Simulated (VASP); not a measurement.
Input of a VASP 6.6.1 run:

File INCAR:

```
PREC     = Accurate       # precision mode
ENCUT    = 520            # plane-wave cutoff, eV
EDIFF    = 1E-8           # SCF threshold, eV
ISMEAR   = -1             # smearing method
SIGMA    = 0.03           # smearing width, eV
LREAL    = False          # projectors in reciprocal space
LASPH    = True           # aspherical terms in the spheres
NELM     = 80             # most SCF steps
ALGO     = Normal         # electronic algorithm
ISIF     = 2              # what is computed and relaxed
LWAVE    = False          # write WAVECAR
LCHARG   = False          # write CHGCAR
LEFG     = True         
NBANDS   = 7              # bands
```

Contents of KPOINTS:

```
regular mesh
0
Gamma
  19 19 19
```

File POSCAR:

```
Mg
1.0
   -1.5060300000      1.5060300000      1.4765000000
    1.5060300000     -1.5060300000      1.4765000000
    1.5060300000      1.5060300000     -1.4765000000
Mg
1
Direct
    0.0000000000      0.0000000000      0.0000000000
```

Potentials or basis: VASP PAW LDA potentials, release 64 (Mg).

Launch:

```console
$ cat potpaw_LDA.64/Mg/POTCAR > POTCAR
$ mpirun -np 1 vasp_std > vasp.out
```

Problem. What does it give for the band gap on the k mesh?

Solution. Zero (bands 1 and 2 overlap by 4.54 eV).

Problem. What does it give for the pressure?

Solution. 47.7 GPa.

Stress tensor (GPa, compression positive):
```
47.47  0.00  0.00
 0.00 47.47  0.00
 0.00  0.00 48.13
```

Caveat: the cell differs from its parent crystal (equal xx and yy strain of +2 %); the cell stands under pressure; without QUAD_EFG the Cq values of the log hold for a quadrupole moment of 1 mb, not for the nuclei.
